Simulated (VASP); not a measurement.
W3C: single point with PBE

W3C, a slab with vacuum:

```
CELL_PARAMETERS angstrom
2.85472 0.00000 0.00000
-1.42736 2.47226 0.00000
0.00000 0.00000 20.19734
ATOMIC_POSITIONS crystal
W 0.66667 0.33333 0.19805
W 0.33333 0.66667 0.31434
W 0.00000 0.00000 0.43062
C 0.16667 0.33333 0.51173
```

| Quantity | Value |
| --- | --- |
| Program | VASP 6.6.1 |
| Task | single point |
| Functional | PBE |
| Potentials or basis | VASP PAW PBE potentials, release 64 (W_sv, C) |
| Cutoff | 520 eV |
| k mesh | 9 × 9 × 1 |
| Occupations | gaussian, width 0.1 eV |
| Spin | no spin polarisation |

```yaml
Largest_force: 2.352 eV/Å
Band_gap_on_the_k_mesh: zero (bands 23 and 24 overlap by 0.79 eV)
```

Forces on the atoms (eV/Å):
```
W    0.000  0.075 -0.136
W    0.000  0.276  0.176
W    0.000 -2.347 -0.154
C    0.000  1.996  0.115
```

Levels at points of the mesh, in eV from the Fermi level:
| k point | band 20 | band 21 | band 22 | band 23 | band 24 | band 25 | band 26 | band 27 |
| --- | --- | --- | --- | --- | --- | --- | --- | --- |
| (0.00, 0.00, 0.00) | -0.86 | -0.49 | -0.38 | -0.25 | -0.01 | 0.02 | 0.37 | 2.07 |

It took 6.4 min on 1 thread of Intel Xeon 8259CL (shared host), peak memory 0.33 GiB.

Caveat: spin-orbit coupling is left out, which moves the levels of the heavy elements.
